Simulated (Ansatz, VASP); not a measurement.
**Fe: VASP beside Ansatz**

The input INCAR:

```
SYSTEM = Fe
  PREC = Accurate
  ENCUT = 520
  EDIFF = 1E-6
  ISMEAR = -1
  SIGMA = 0.1
  LREAL = .False.
  LASPH = .True.
  NELM = 60
  ALGO = Normal
  ISIF = 2
  LWAVE = .False.
  LCHARG = .True.
  GGA = PS
  LELF = .True.
  LVHAR = .True.
  NBANDS = 24
```

File KPOINTS:

```
Automatic mesh
0
Gamma
  20 20 6
  0 0 0
```

File POSCAR:

```
Fe
1.0
    2.4194832228      0.0000000000      0.0000000000
   -1.2097416114      2.0953339350      0.0000000000
    0.0000000000      0.0000000000      7.7882904502
Fe
4
Direct
    0.0000000000      1.0000000000      0.0000000000
    0.0000000000      1.0000000000      0.5000000000
    0.3333333333      0.6666666667      0.2500000000
    0.6666666667      0.3333333333      0.7500000000
```

Input for Ansatz:

```yaml
crystal:
  lattice:
    - [2.4194832228, 0.0, 0.0]
    - [-1.2097416114, 2.095333935, 0.0]
    - [0.0, 0.0, 7.7882904502]
  atoms:
    - { symbol: Fe, position: [0.0, 1.0, 0.0] }
    - { symbol: Fe, position: [0.0, 1.0, 0.5] }
    - { symbol: Fe, position: [0.3333333333, 0.6666666667, 0.25] }
    - { symbol: Fe, position: [0.6666666667, 0.3333333333, 0.75] }
hamiltonian:
  xc: pbesol
  pseudopotentials:
    kind: paw
    azcp:
      Fe: "pseudopotentials/Fe.paw.azcp"
basis:
  ecutwfc: 420
  fft_grid_basis: typed
kpoints:
  mp_grid: { grid: [20, 20, 6], shift: [0, 0, 0] }
magnetization:
  spin_polarized: false
scf:
  occupations: { method: fermi_dirac, width: 0.1 }
output:
  stress: true
```

Alike in both runs: task single point; functional PBEsol; k mesh 20 × 20 × 6; occupations fermi-dirac, width 0.1 eV; no spin polarisation.

```csv
,VASP,Ansatz
version,VASP 6.6.1,Ansatz 0.2.0
potentials or method,"VASP PAW PBE potentials, release 64 (Fe), cutoff 520 eV","plane waves (420 eV) with PAW, scalar-relativistic"
valence electrons in the cell,32,64
```

Ansatz gave:

```
pressure (GPa)                                                : 0.0
traceless stress, the component that is largest in VASP (GPa) : 0.00
```

Problem. Estimate VASP's values.

Solution. Pressure (GPa): -0.4; traceless stress, the component that is largest in VASP (GPa): -0.05.

VASP's potentials were made for PBE, not for PBEsol, and Ansatz warns of the same on its side. The functional is the same, so the differences come from potentials, cutoffs and numerics. VASP's potentials hold 32 valence electrons a cell and Ansatz's 64, so a difference there can come from the potentials and not from the codes.
